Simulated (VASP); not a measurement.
A run of VASP 6.6.1 is set up as follows.

Contents of INCAR:

```
PREC = Accurate ; ENCUT = 600
EDIFF = 1E-6 ; ISMEAR = 0
SIGMA = 0.1 ; LREAL = False
LASPH = True ; NELM = 60
ALGO = Normal ; ISIF = 3
LWAVE = False ; LCHARG = False
GGA = CA ; IBRION = 2
NSW = 80 ; EDIFFG = -0.05
PSTRESS = 133.0
```

Contents of KPOINTS:

```
regular mesh
0
Gamma
  8 8 8
```

POSCAR

```
Ge
1.0
   -2.4099241417      2.4099241417      1.3655435469
    2.4099241417     -2.4099241417      1.3655435469
    2.4099241417      2.4099241417     -1.3655435469
Ge
2
Direct
    0.2500000000      0.7500000000      0.5000000000
    0.5000000000      0.5000000000      0.0000000000
```

Potentials or basis: VASP PAW LDA potentials, release 64 (Ge_d).

Run with:

```sh
$ cat potpaw_LDA.64/Ge_d/POTCAR > POTCAR
$ mpirun -np 1 vasp_std > vasp.out
```

Question: Predict the band gap on the k mesh.

Answer: Zero (bands 14 and 15 overlap by 5.55 eV).

Final structure:
```
Ge
1.0
    -2.40992    2.40992    1.36554
     2.40992   -2.40992    1.36554
     2.40992    2.40992   -1.36554
Ge
2
Direct
  0.25000 0.75000 0.50000
  0.50000 0.50000 0.00000
```

Caveat: the relaxation stopped at its first step, so nothing moved; the cell is relaxed towards a set pressure, so the run minimises the enthalpy, not the energy.
